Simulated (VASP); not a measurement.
# BN (Fm-3m) in VASP: a series of runs

The runs below take BN through single point, with HSE06.

Everything below comes from runs of VASP 6.6.1. Logs are shortened: lines on timing, memory, paths and dates and some standing lists are left out, and cuts for length are marked.

**1. The cell of the first run**

It takes space group Fm-3m (No. 225, cubic). The conventional cell has a = 3.352 Å, b = 3.352 Å, c = 3.352 Å, α = 90.00°, β = 90.00°, γ = 90.00°. B (site symmetry m-3m) has 6 N at 1.68 Å within 2.2 Å. Within 2.2 Å of N (site symmetry m-3m) lie 6 B at 1.68 Å.

**2. Single point, HSE06 (strain -4.0%)**

The input, POSCAR:

```
BN
1.0
    0.0000000000      1.6759929025      1.6759929025
    1.6759929025      0.0000000000      1.6759929025
    1.6759929025      1.6759929025      0.0000000000
B N
1 1
Direct
    0.0000000000      0.0000000000      0.0000000000
    0.5000000000      0.5000000000      0.5000000000
```

The input, INCAR.step1:

```
SYSTEM = BN
  ALGO = Normal
  EDIFF = 1E-5
  ENCUT = 520
  GGA = PE
  ISIF = 2
  ISMEAR = 0
  LASPH = .TRUE.
  LCHARG = .FALSE.
  LREAL = .FALSE.
  LWAVE = .TRUE.
  NBANDS = 11
  NELM = 80
  PREC = Accurate
  SIGMA = 0.01
```

The input, INCAR.step2:

```
SYSTEM = BN
  ALGO = Normal
  EDIFF = 1E-7
  ENCUT = 520
  GGA = PE
  HFSCREEN = 0.2079
  ISIF = 2
  ISMEAR = 0
  ISTART = 1
  LASPH = .TRUE.
  LCHARG = .FALSE.
  LHFCALC = .TRUE.
  LREAL = .FALSE.
  LWAVE = .FALSE.
  NBANDS = 11
  NELM = 80
  PREC = Accurate
  PRECFOCK = Normal
  SIGMA = 0.01
```

The input, KPOINTS:

```
k-points
0
G
  8 8 8
  0 0 0
```

Potentials or basis: VASP PAW PBE potentials, release 64 (B, N).

Run with:

```
> cat potpaw_PBE.64/B/POTCAR potpaw_PBE.64/N/POTCAR > POTCAR
> cp INCAR.step1 INCAR
> mpirun -np 1 vasp_std > vasp.out
> cp INCAR.step2 INCAR
> mpirun -np 1 vasp_std > vasp.out
```

OUTCAR:

```text
SYSTEM = BN
   EDIFF = 1E-7
   ENCUT = 520
   GGA = PE
   HFSCREEN = 0.2079
   ISIF = 2
   ISMEAR = 0
   ISTART = 1
   LASPH = .TRUE.
   LHFCALC = .TRUE.
   LREAL = .FALSE.
   NELM = 80
   PREC = Accurate
   PRECFOCK = Normal

 ion  position               nearest neighbor table
   1  0.000  0.000  0.000-   2 1.68   2 1.68   2 1.68   2 1.68   2 1.68   2 1.68
   2  0.500  0.500  0.500-   1 1.68   1 1.68   1 1.68   1 1.68   1 1.68   1 1.68

  LATTYP: Found a face centered cubic cell.
 ALAT       =     3.3519858050

  Lattice vectors:

 A1 = (   0.0000000000,   1.6759929025,   1.6759929025)
 A2 = (   1.6759929025,   0.0000000000,   1.6759929025)
 A3 = (   1.6759929025,   1.6759929025,   0.0000000000)

Analysis of symmetry for initial positions (statically):
=====================================================================
 Subroutine PRICEL returns:
 Original cell was already a primitive cell.

 Routine SETGRP: Setting up the symmetry group for a
 face centered cubic supercell.

 Subroutine GETGRP returns: Found 48 space group operations
 (whereof 48 operations were pure point group operations)
 out of a pool of 48 trial point group operations.

The static configuration has the point symmetry O_h .

Analysis of symmetry for dynamics (positions and initial velocities):
=====================================================================
 Subroutine PRICEL returns:
 Original cell was already a primitive cell.

 Routine SETGRP: Setting up the symmetry group for a
 face centered cubic supercell.

 Subroutine GETGRP returns: Found 48 space group operations
 (whereof 48 operations were pure point group operations)
 out of a pool of 48 trial point group operations.

The dynamic configuration has the point symmetry O_h .

 Subroutine INISYM returns: Found 48 space group operations
 (whereof 48 operations are pure point group operations),
 and found     1 'primitive' translations

----------------------------------------------------------------------------------------

                                     Primitive cell

  volume of cell :       9.4156

  direct lattice vectors                    reciprocal lattice vectors
     0.000000000  1.675992902  1.675992902    -0.298330619  0.298330619  0.298330619
     1.675992902  0.000000000  1.675992902     0.298330619 -0.298330619  0.298330619
     1.675992902  1.675992902  0.000000000     0.298330619  0.298330619 -0.298330619

  length of vectors
     2.370211893  2.370211893  2.370211893     0.516723790  0.516723790  0.516723790

  position of ions in fractional coordinates (direct lattice)
     0.000000000  0.000000000  0.000000000
     0.500000000  0.500000000  0.500000000

  ion indices of the primitive-cell ions
   primitive index   ion index
                 1           1
                 2           2

----------------------------------------------------------------------------------------

 KPOINTS: k-points

Automatic generation of k-mesh.
 Grid dimensions read from file:
 generate k-points for:    8    8    8

 Generating k-lattice:

  Cartesian coordinates                     Fractional coordinates (reciprocal lattice)
    -0.037291327  0.037291327  0.037291327     0.125000000  0.000000000  0.000000000
     0.037291327 -0.037291327  0.037291327     0.000000000  0.125000000  0.000000000
     0.037291327  0.037291327 -0.037291327     0.000000000  0.000000000  0.125000000

  Length of vectors
     0.064590474  0.064590474  0.064590474

  Shift w.r.t. Gamma in fractional coordinates (k-lattice)
     0.000000000  0.000000000  0.000000000

 Subroutine IBZKPT returns following result:
 ===========================================

 Found     29 irreducible k-points:

 Following reciprocal coordinates:
            Coordinates               Weight
  0.000000  0.000000  0.000000      1.000000
  0.125000  0.000000  0.000000      8.000000
  0.250000  0.000000  0.000000      8.000000
  0.375000  0.000000  0.000000      8.000000
  0.500000  0.000000  0.000000      4.000000
  0.125000  0.125000  0.000000      6.000000
[... 16 lines left out ...]
  0.500000  0.250000  0.125000     48.000000
 -0.375000  0.250000  0.125000     24.000000
 [... further k-points ...]
   k-points           NKPTS =     29   k-points in BZ     NKDIM =    512   number of bands    NBANDS=     11
   number of dos      NEDOS =    301   number of ions     NIONS =      2
   total plane-waves  NPLWV =   5832
   dimension x,y,z NGX =    18 NGY =   18 NGZ =   18
   dimension x,y,z NGXF=    36 NGYF=   36 NGZF=   36
   ions per type =               1   1
   NGX,Y,Z   is equivalent  to a cutoff of  12.63, 12.63, 12.63 a.u.
   NGXF,Y,Z  is equivalent  to a cutoff of  25.25, 25.25, 25.25 a.u.
 SYSTEM =  BN
   PREC   = accura    normal or accurate (medium, high low for compatibility)
   ISTART =      1    job   : 0-new  1-cont  2-samecut
   ICHARG =      0    charge: 1-file 2-atom 10-const
   ISPIN  =      1    spin polarized calculation?
   LNONCOLLINEAR =      F non collinear calculations
   LSORBIT =      F    spin-orbit coupling
   LASPH  =      T    aspherical Exc in radial PAW
   ENCUT  =  520.0 eV  38.22 Ry    6.18 a.u.   4.41  4.41  4.41*2*pi/ulx,y,z
   NELM   =     80;   NELMIN=  2; NELMDL=  0     # of ELM steps
   EDIFF  = 0.1E-06   stopping-criterion for ELM
   LREAL  =      F    real-space projection
   EDIFFG = 0.1E-05   stopping-criterion for IOM
   NSW    =      0    number of steps for IOM
   IBRION =     -1    ionic relax: 0-MD 1-quasi-New 2-CG
   NFREE  =      0    steps in history (QN), initial steepest desc. (CG)
   ISIF   =      2    stress and relaxation
   ISYM   =      3    0-nonsym 1-usesym 2-fastsym
   POTIM  = 0.5000    time-step for ionic-motion
   TEBEG  =    0.0;   TEEND  =   0.0 temperature during run
   PSTRESS=    0.0 pullay stress
   NELECT =       8.0000    total number of electrons
   NUPDOWN=      -1.0000    fix difference up-down
   EMIN   =  10.00;   EMAX   =-10.00  energy-range for DOS
   EFERMI =   0.00;   METHOD = LEGACY
   ISMEAR =     0;   SIGMA  =   0.01  broadening in eV -4-tet -1-fermi 0-gaus
   EFERMI_NEDOS =   21; number of points for ismear=-14 and -15
   IALGO  =     38    algorithm
   IMIX   =      1    mixing-type and parameters
     AMIX     =   0.40;   BMIX     =  1.00
     AMIX_MAG =   1.60;   BMIX_MAG =  1.00
  volume/ion in A,a.u.               =       4.71        31.77
  Fermi-wavevector in a.u.,A,eV,Ry     =   1.550563  2.930139 32.711733  2.404245
  Thomas-Fermi vector in A             =   2.655208
   LORBIT       =      0    0 simple, 1 ext, 2 COOP (PROOUT), +10 PAW based schemes
   GGA     = PE    functional components
   LHFCALC =     T    Hartree Fock is set to
   PRECFOCK=normal    Normal, Fast or Accurate (Low or Medium for compatibility)
   ENCUT4O =  -1.0   cutoff for four orbital integrals eV
   NKREDX  =     1    reduce k-point grid by
   NKREDY  =     1    reduce k-point grid by
   NKREDZ  =     1    reduce k-point grid by
   AEXX    =    0.2500 exact exchange contribution
   HFSCREEN=    0.2079 screening length (either q_TF or 0.3 A-1)
   HFSCREENC=   0.2079 screening length for correlation (either q_TF or 0.3 A-1)
   ENCUTFOCK=  -1.0 apply spherical cutoff to Coloumb kernel
   IVDW    =     0    specifies the selected vdW correction
   LEPSILON=     F    determine dielectric tensor
   LRPA    =     F    only Hartree local field effects (RPA)
 non-spin polarized calculation
 Gauss-broadening in eV      SIGMA  =   0.01
  energy-cutoff  :      520.00
  volume of cell :        9.42
 maximum number of plane-waves:       266
 NGX is ok and might be reduce to    18
  NGX = 14; NGY = 14; NGZ = 14

 number of electron       8.0000003 magnetization

 Free energy of the ion-electron system (eV)
  ---------------------------------------------------
  ext. energy  EPLUGINS =         0.00000000
  ---------------------------------------------------
  free energy    TOTEN  =       -16.42902308 eV

  energy without entropy =      -16.42902308  energy(sigma->0) =      -16.42902308

 E-fermi :  11.7027     XC(G=0): -11.6674

 val. band max:       11.4662576531   @ k =  -0.2500   0.1250   0.0000
 cond. band min:      14.9090981341   @ k =   0.5000   0.5000   0.0000
 fundamental gap:      3.4428404810
 Fermi energy:        11.7026539895

 k-point     1 :       0.0000    0.0000    0.0000
  band No.  band energies     occupation
      1     -14.8880      2.00000
      2      10.5053      2.00000
      3      10.5053      2.00000
      4      10.5053      2.00000
      5      25.4528      0.00000
      6      27.1161      0.00000
      7      27.1161      0.00000
      8      27.1161      0.00000
      9      32.4305      0.00000
     10      32.4305      0.00000
     11      32.4305      0.00000

 k-point     2 :       0.1250    0.0000    0.0000
  band No.  band energies     occupation
      1     -14.3743      2.00000
      2       8.4360      2.00000
      3      10.4694      2.00000
      4      10.4694      2.00000
      5      25.1289      0.00000
      6      25.2913      0.00000
      7      25.2913      0.00000
      8      27.3662      0.00000
      9      31.6504      0.00000
     10      33.7168      0.00000
     11      33.7168      0.00000

 k-point     3 :       0.2500    0.0000    0.0000
  band No.  band energies     occupation
      1     -12.8609      2.00000
      2       3.9233      2.00000
      3      10.4748      2.00000
      4      10.4748      2.00000
      5      22.0756      0.00000
      6      22.0756      0.00000
      7      23.3958      0.00000
      8      28.7679      0.00000
      9      32.7697      0.00000
     10      37.1986      0.00000
     11      37.1986      0.00000
[... 267 lines left out ...]
 k-point    23 :       0.5000    0.2500    0.1250
  band No.  band energies     occupation
      1      -9.1747      2.00000
      2       0.2929      2.00000
      3       4.7974      2.00000
      4       8.2692      2.00000
      5      18.8901      0.00000
      6      22.0419      0.00000
      7      26.7277      0.00000
      8      30.0042      0.00000
      9      32.2535      0.00000
     10      42.5780      0.00000
     11      44.5943      0.00000

 k-point    24 :      -0.3750    0.2500    0.1250
  band No.  band energies     occupation
      1      -7.3313      2.00000
      2      -2.3433      2.00000
      3       4.9474      2.00000
      4       7.3481      2.00000
      5      19.9893      0.00000
      6      20.5774      0.00000
      7      26.5271      0.00000
      8      30.7897      0.00000
      9      35.7344      0.00000
     10      37.9040      0.00000
     11      48.6524      0.00000

 [... further k-points ...]
[... 5 lines left out ...]
  --------------------------------------------------------------------------------------
  -------------------------------------------------------------------------------------
  Total        3.1314753      3.1314753      3.1314753      0.0000000     -0.0000000      0.0000000
  in kB      532.8599169    532.8599169    532.8599169      0.0000000     -0.0000000      0.0000000
  external PRESSURE =     532.8599169 kB  Pullay stress =       0.0000000 kB

 VOLUME and BASIS-vectors are now :
 -----------------------------------------------------------------------------
  energy-cutoff  :      520.00
  volume of cell :        9.42
      direct lattice vectors                 reciprocal lattice vectors
     0.000000000  1.675992902  1.675992902    -0.298330619  0.298330619  0.298330619
     1.675992902  0.000000000  1.675992902     0.298330619 -0.298330619  0.298330619
     1.675992902  1.675992902  0.000000000     0.298330619  0.298330619 -0.298330619

 POSITION                                       TOTAL-FORCE (eV/Angst)
 -----------------------------------------------------------------------------------
      0.00000      0.00000      0.00000         0.000000     -0.000000     -0.000000
      1.67599      1.67599      1.67599        -0.000000      0.000000      0.000000
 -----------------------------------------------------------------------------------
    total drift:                                0.000000      0.000000      0.000000

  FREE ENERGIE OF THE ION-ELECTRON SYSTEM (eV)
  ---------------------------------------------------
  free  energy   TOTEN  =       -16.4290230833 eV

  energy  without entropy=      -16.4290230833  energy(sigma->0) =      -16.42902308
```

Wall time 13 min (1 thread of Intel Xeon Platinum 8259CL at 2.50GHz (Skylake/Cascade Lake), shared host); peak memory 0.22 GiB.

Results:

* Free energy: -16.4290 eV
* Pressure: 53.3 GPa
* Band gap on the k mesh: 3.44 eV (least direct gap 7.74 eV)

Caveat: the cell differs from its parent crystal (strain -4.0%); the cell stands under pressure; the PAW data sets were made with another functional, which shifts forces and pressure a little.

**3. Single point, HSE06**

This run uses another cell than the first one, of 5.32 Å³/atom.

The input, POSCAR:

```
BN
1.0
    0.0000000000      1.7458259401      1.7458259401
    1.7458259401      0.0000000000      1.7458259401
    1.7458259401      1.7458259401      0.0000000000
B N
1 1
Direct
    0.0000000000      0.0000000000      0.0000000000
    0.5000000000      0.5000000000      0.5000000000
```

The input, INCAR.step1:

```
  ALGO = Normal
  EDIFF = 1E-5
  ENCUT = 520
  GGA = PE
  ISIF = 2
  ISMEAR = 0
  LASPH = T
  LCHARG = F
  LREAL = F
  LWAVE = T
  NBANDS = 11
  NELM = 80
  PREC = Accurate
  SIGMA = 0.01
```

The input, INCAR.step2:

```
  ALGO = Normal
  EDIFF = 1E-6
  ENCUT = 520
  GGA = PE
  HFSCREEN = 0.2079
  ISIF = 2
  ISMEAR = 0
  ISTART = 1
  LASPH = T
  LCHARG = F
  LHFCALC = T
  LREAL = F
  LWAVE = F
  NBANDS = 11
  NELM = 80
  PREC = Accurate
  PRECFOCK = Normal
  SIGMA = 0.01
```

The input, KPOINTS:

```
k-points
0
Gamma
  8 8 8
```

Potentials or basis: VASP PAW PBE potentials, release 64 (B, N).

Run with:

```
> cat potpaw_PBE.64/B/POTCAR potpaw_PBE.64/N/POTCAR > POTCAR
> cp INCAR.step1 INCAR
> mpirun -np 1 vasp_std > vasp.out
> cp INCAR.step2 INCAR
> mpirun -np 1 vasp_std > vasp.out
```

Wall time 11 min (1 thread of Intel Xeon Platinum 8259CL at 2.50GHz (Skylake/Cascade Lake), shared host); peak memory 0.22 GiB.

It converged, with:

```
Free energy            : -16.5830 eV
Pressure               : -8.1 GPa
Band gap on the k mesh : 2.32 eV (least direct gap 7.24 eV)
```

Levels at points of the mesh, in eV from the valence-band top:
| k point | band 2 | band 3 | band 4 | band 5 | band 6 | band 7 |
| --- | --- | --- | --- | --- | --- | --- |
| (0.00, 0.00, 0.00) | -0.92 | -0.92 | -0.92 | 11.00 | 14.22 | 14.22 |
| (0.50, 0.00, 0.00) | -13.71 | -0.60 | -0.60 | 6.64 | 6.64 | 8.83 |
| (0.50, 0.50, 0.00) | -12.87 | -6.07 | -6.07 | 2.32 | 10.07 | 17.02 |

Caveat: the cell stands under tension; the PAW data sets were made with another functional, which shifts forces and pressure a little.
